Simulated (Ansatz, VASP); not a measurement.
Two plane-wave programs on MgGa3As3

```
Mg Ga As
1.0
     3.50171    0.00000    0.00000
     0.00000    3.95262    0.00000
     0.00000    0.00000    9.13259
Mg Ga As
1 3 3
Direct
  0.50000 0.00000 0.00000
  0.50000 0.50000 0.17805
  0.50000 0.50000 0.82195
  0.00000 0.00000 0.50000
  0.50000 0.00000 0.32195
  0.00000 0.50000 0.00000
  0.50000 0.00000 0.67805
```

Alike in both runs: task single point; functional PBE; k mesh 6 × 4 × 2; occupations gaussian, width 0.1 eV; no spin polarisation.

|  | VASP | Ansatz |
| --- | --- | --- |
| version | VASP 6.6.1 | Ansatz 0.2.0 |
| potentials or method | VASP PAW PBE potentials, release 64 (Mg, Ga_d, As), cutoff 520 eV | scalar-relativistic, plane waves, PAW |
| valence electrons in the cell | 56 | 94 |

```tsv
	VASP	Ansatz	Ansatz less VASP
gap on the k mesh at the Fermi level (eV)	none	none	-
pressure (GPa)	25.6	25.2	-0.35
traceless stress, the component that is largest in VASP (GPa)	-4.03	-3.94	+0.084
rms of the force components (eV/Å)	0.796	0.793	-0.0033
```

Atom by atom the forces differ by 0.003 eV/Å (rms over components). A gap of «none» marks a metal or a gap that the smearing closes. With one functional, cell and mesh, what is left measures potentials, basis and numerics. VASP's potentials hold 56 valence electrons a cell and Ansatz's 94, so a difference there can come from the potentials and not from the codes.

The k mesh is coarse, so the values compare programs but aren't converged.
